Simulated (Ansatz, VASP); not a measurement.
**HfN: VASP beside Ansatz**

File INCAR:

```
SYSTEM = HfN
  PREC = Accurate
  ENCUT = 520
  EDIFF = 1E-6
  ISMEAR = 0
  SIGMA = 0.15
  LREAL = .False.
  LASPH = .True.
  NELM = 100
  ALGO = Normal
  ISIF = 2
  LWAVE = .False.
  LCHARG = .True.
  GGA = PS
  LELF = .True.
  LVHAR = .True.
  NBANDS = 14
```

Contents of KPOINTS:

```
regular mesh
0
Gamma
  18 18 18
  0 0 0
```

POSCAR

```
HfN
1.0
    0.0000000000      2.1686400000      2.2590000000
    2.1686400000      0.0000000000      2.2590000000
    2.1686400000      2.1686400000      0.0000000000
Hf N
1 1
Direct
    0.0000000000      0.0000000000      0.0000000000
    0.5000000000      0.5000000000      0.5000000000
```

Input for Ansatz:

```yaml
crystal:
  lattice:
    - [0.0, 2.16864, 2.259]
    - [2.16864, 0.0, 2.259]
    - [2.16864, 2.16864, 0.0]
  atoms:
    - { symbol: Hf, position: [0.0, 0.0, 0.0] }
    - { symbol: "N", position: [0.5, 0.5, 0.5] }
basis:
  ecutwfc: 420
kpoints:
  mp_grid: { grid: [18, 18, 18] }
hamiltonian:
  xc: pbesol
scf:
  occupations: { method: gaussian, width: 0.15 }
output:
  forces: true
  stress: true
  eigenvalues: true
```

Change from the starting cell: strain -0.040 along x and y, +0.000 along z, atoms carried along.

Alike in both runs: task single point; functional PBEsol; k mesh 18 × 18 × 18; occupations gaussian, width 0.15 eV; no spin polarisation.

```csv
,VASP,Ansatz
version,VASP 6.6.1,Ansatz 0.2.0
potentials or method,"VASP PAW PBE potentials, release 64 (Hf_pv, N), cutoff 520 eV","scalar-relativistic, plane waves, PAW"
valence electrons in the cell,15,31
```

|  | VASP | Ansatz | Ansatz less VASP |
| --- | --- | --- | --- |
| gap on the k mesh at the Fermi level (eV) | none | none | - |
| pressure (GPa) | 22.5 | 24.6 | +2.18 |
| traceless stress, the component that is largest in VASP (GPa) | -18.35 | -18.35 | +0.007 |

VASP's potentials were made for PBE, not for PBEsol. A gap of «none» marks a metal or a gap that the smearing closes. VASP's potentials hold 15 valence electrons a cell and Ansatz's 31, so a difference there can come from the potentials and not from the codes.

Neither program's run includes spin-orbit coupling.
